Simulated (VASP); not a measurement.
Set up this calculation in VASP 6.6.1, as the native input.

| Item | Value |
| --- | --- |
| Task | relaxation of cell and atoms |
| Functional | PBE |
| Potentials or basis | VASP PAW PBE potentials, release 64 (Tl_d, Cl) |
| Cutoff | 600 eV |
| k mesh | 4 × 4 × 4 |
| Occupations | gaussian, width 0.1 eV |
| Spin | no spin polarisation |
| Dipole correction | no |
| Further INCAR settings | ALGO = Normal; EDIFF = 1e-06; IBRION = 2; EDIFFG = -0.04; NSW = 90; ISIF = 3 |

The structure of Tl2Cl lies in POSCAR:

```
Tl2Cl
1.0
    0.0000000000      4.3935486418      4.3935486418
    4.3935486418      0.0000000000      4.3935486418
    4.3935486418      4.3935486418      0.0000000000
Tl Cl
4 2
Direct
    0.6250000000      0.6250000000      0.6250000000
    0.1250000000      0.6250000000      0.6250000000
    0.6250000000      0.6250000000      0.1250000000
    0.6250000000      0.1250000000      0.6250000000
    0.0000000000      0.0000000000      0.0000000000
    0.2500000000      0.2500000000      0.2500000000
```

These files were run (other wordings do the same):

INCAR

```
  PREC = Accurate
  ENCUT = 600
  EDIFF = 1E-6
  ISMEAR = 0
  SIGMA = 0.1
  LREAL = False
  LASPH = True
  NELM = 60
  ALGO = Normal
  ISIF = 3
  LWAVE = False
  LCHARG = False
  GGA = PE
  IBRION = 2
  NSW = 90
  EDIFFG = -0.04
```

KPOINTS

```
regular mesh
0
Gamma
  4 4 4
```

Potentials or basis: VASP PAW PBE potentials, release 64 (Tl_d, Cl).

Launch:

```bash
$ cat potpaw_PBE.64/Tl_d/POTCAR potpaw_PBE.64/Cl/POTCAR > POTCAR
$ mpirun -np 1 vasp_std > vasp.out
```

It gave:

| Item | Value |
| --- | --- |
| Relaxed volume | 33.26 Å³/atom |
| Relaxed cell | a = 6.559 Å, b = 6.559 Å, c = 6.559 Å, α = 60.00°, β = 60.00°, γ = 60.00° |
| Space group after relaxing (to 0.1 Å) | Fd-3m (No. 227) |
| Energy gained by relaxing | 54.5 meV/atom |
| Ionic steps | 3 |
| Pressure after relaxing | -0.2 GPa |
| Band gap on the k mesh | zero (bands 33 and 34 overlap by 0.93 eV) |

Caveat: the volume moved by over 15 % at a fixed basis, so the end points are rough; spin-orbit coupling is left out, which moves the levels of the heavy elements.

Wall time 99 s on 1 thread of Intel(R) Xeon(R) 6975P-C (Granite Rapids) (shared host), peak memory 0.38 GiB.
